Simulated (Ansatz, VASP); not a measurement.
# BN: VASP beside Ansatz

The input INCAR:

```
SYSTEM = BN
PREC     = Accurate       ! precision mode
ENCUT    = 520            ! plane-wave cutoff, eV
EDIFF    = 1E-7           ! SCF threshold, eV
ISMEAR   = -1             ! smearing method
SIGMA    = 0.05           ! smearing width, eV
LREAL    = .FALSE.        ! projectors in reciprocal space
LASPH    = .TRUE.         ! aspherical terms in the spheres
NELM     = 100            ! most SCF steps
ALGO     = Normal         ! electronic algorithm
ISIF     = 2              ! what is computed and relaxed
LWAVE    = .FALSE.        ! write WAVECAR
LCHARG   = .FALSE.        ! write CHGCAR
GGA      = CA             ! functional
NBANDS   = 11             ! bands
```

Contents of KPOINTS:

```
regular mesh
0
G
  13 13 13
  0 0 0
```

Contents of POSCAR:

```
BN
1.0
    0.0000000000      3.4953158300      2.1660912400
    1.2516321000      0.0000000000      2.1660912400
    1.2516321000      3.4953158300      0.0000000000
N B
1 1
Direct
    0.6666513400      0.6666513400      0.3333486600
    0.0000486500      0.0000486500      0.9999513500
```

input.yaml

```yaml
crystal:
  lattice:
    - [0.0, 3.49531583, 2.16609124]
    - [1.2516321, 0.0, 2.16609124]
    - [1.2516321, 3.49531583, 0.0]
  atoms:
    - { symbol: "N", position: [0.66665134, 0.66665134, 0.33334866] }
    - { symbol: B, position: [4.865e-05, 4.865e-05, 0.99995135] }
hamiltonian:
  xc: lda
  pseudopotentials: { kind: paw }
kpoints:
  mp_grid: { grid: [13, 13, 13] }
  band_path:
    path:
      - [[0.0, 0.0, 0.0], [-0.5, -0.5, 0.0], [-1.0, -0.5, -0.5], [-0.5, 0.0, -0.5], [0.0, 0.0, 0.0], [0.0, -0.3655286517, -0.3655286517], [-0.5, -0.6985850042, -0.1985850042], [-0.5, -0.5, 0.0]]
      - [[-1.0, -0.5, -0.5], [-1.0, -0.6344713483, -0.6344713483]]
      - [[0.0, -0.3655286517, -0.3655286517], [-0.5, -0.3014149958, -0.8014149958], [-0.5, 0.0, -0.5]]
      - [[-0.5, -0.5, -0.5], [0.0, 0.0, 0.0]]
    npoints: 14
scf:
  occupations: { method: fermi_dirac, width: 0.05 }
  n_extra_bands: 6
output:
  forces: true
  stress: true
  eigenvalues: true
  fatbands: true
```

Alike in both runs: functional LDA; k mesh 13 × 13 × 13; occupations fermi-dirac, width 0.05 eV; no spin polarisation.

```csv
,VASP,Ansatz
version,VASP 6.6.1,Ansatz 0.2.0
potentials or method,"VASP PAW LDA potentials, release 64 (N, B)",Ansatz PAW
plane-wave cutoff (eV),520,420
valence electrons in the cell,8,8
task,single point,band structure
```

Ansatz gave:

| Quantity | Value |
| --- | --- |
| gap on the k mesh at the Fermi level (eV) | 3.71 |
| least direct gap on the mesh (eV) | 4.52 |
| pressure (GPa) | -4.2 |
| traceless stress, the component that is largest in VASP (GPa) | 3.11 |
| rms of the force components (eV/Å) | 0.006 |

Q: What did VASP give for the same quantities?

A: gap on the k mesh at the Fermi level (eV): 3.69; least direct gap on the mesh (eV): 4.51; pressure (GPa): -3.8; traceless stress, the component that is largest in VASP (GPa): 2.53; rms of the force components (eV/Å): 0.006.

LDA's correlation is that of Perdew and Zunger in VASP and of Perdew and Wang (1992) in Ansatz. Atom by atom the forces differ by 0.000 eV/Å (rms over components).

Noted on Ansatz's run: the k mesh misses the band edges, so the gap on the mesh is wider than the one along the path.
